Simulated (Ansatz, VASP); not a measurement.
Rb2SrSe6 in VASP and in Ansatz

```
Sr Se Rb
1.0
     7.20839    0.00000    0.00000
    -3.60420    6.24265    0.00000
     0.00000    0.00000    5.65836
Sr Se Rb
1 6 2
Direct
  0.00000 0.00000 0.00000
  0.16700 0.83300 0.20600
  0.16700 0.33400 0.20600
  0.66600 0.83300 0.20600
  0.83300 0.16700 0.79400
  0.33400 0.16700 0.79400
  0.83300 0.66600 0.79400
  0.33330 0.66670 0.69100
  0.66670 0.33330 0.30900
```

Alike in both runs: task single point; functional PBE; k mesh 3 × 3 × 3; no spin polarisation.

|  | VASP | Ansatz |
| --- | --- | --- |
| version | VASP 6.6.1 | Ansatz 0.2.0 |
| potentials or method | VASP PAW PBE potentials, release 64 (Sr_sv, Se, Rb_sv), cutoff 520 eV | PAW plane waves |
| occupations | fermi-dirac, width 0.1 eV | fermi-dirac |
| valence electrons in the cell | 64 | 124 |

```csv
,VASP,Ansatz,Ansatz less VASP
gap on the k mesh at the Fermi level (eV),none,none,-
pressure (GPa),13.7,13.3,-0.37
"traceless stress, the component that is largest in VASP (GPa)",-2.94,-2.84,+0.106
rms of the force components (eV/Å),2.239,2.187,-0.0522
```

Atom by atom the forces differ by 0.052 eV/Å (rms over components). A gap of «none» marks a metal or a gap that the smearing closes. VASP's potentials hold 64 valence electrons a cell and Ansatz's 124, so a difference there can come from the potentials and not from the codes. Ansatz's warnings: structure snapped to symmetry.

The k mesh is coarse, so the values compare programs but aren't converged.
